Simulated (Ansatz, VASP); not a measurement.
NaH: VASP beside Ansatz

```xyz
2
Lattice="0.0000 2.5336 2.3386 2.5336 0.0000 2.3386 2.5336 2.5336 0.0000" Properties=species:S:1:pos:R:3 pbc="T T T"
Na    0.0000    0.0000    0.0000
H     2.5336    2.5336    2.3386
```

Alike in both runs: task single point; functional r2SCAN; k mesh 10 × 10 × 10; occupations fermi-dirac, width 0.2 eV; no spin polarisation.

```csv
,VASP,Ansatz
version,VASP 6.6.1,Ansatz 0.2.0
potentials or method,"VASP PAW PBE potentials, release 64 (Na_pv, H), cutoff 520 eV","scalar-relativistic, plane waves, PAW"
valence electrons in the cell,8,10
```

Ansatz gave:

| Quantity | Value |
| --- | --- |
| gap on the k mesh at the Fermi level (eV) | 4.18 |
| least direct gap on the mesh (eV) | 5.02 |
| pressure (GPa) | -1.6 |
| traceless stress, the component that is largest in VASP (GPa) | 1.47 |

Q: Estimate VASP's values.

A: gap on the k mesh at the Fermi level (eV): 4.20; least direct gap on the mesh (eV): 5.04; pressure (GPa): -1.7; traceless stress, the component that is largest in VASP (GPa): 1.48.

VASP's potentials were made for PBE, not for r2SCAN. The functional is the same, so the differences come from potentials, cutoffs and numerics. VASP's potentials hold 8 valence electrons a cell and Ansatz's 10, so a difference there can come from the potentials and not from the codes.
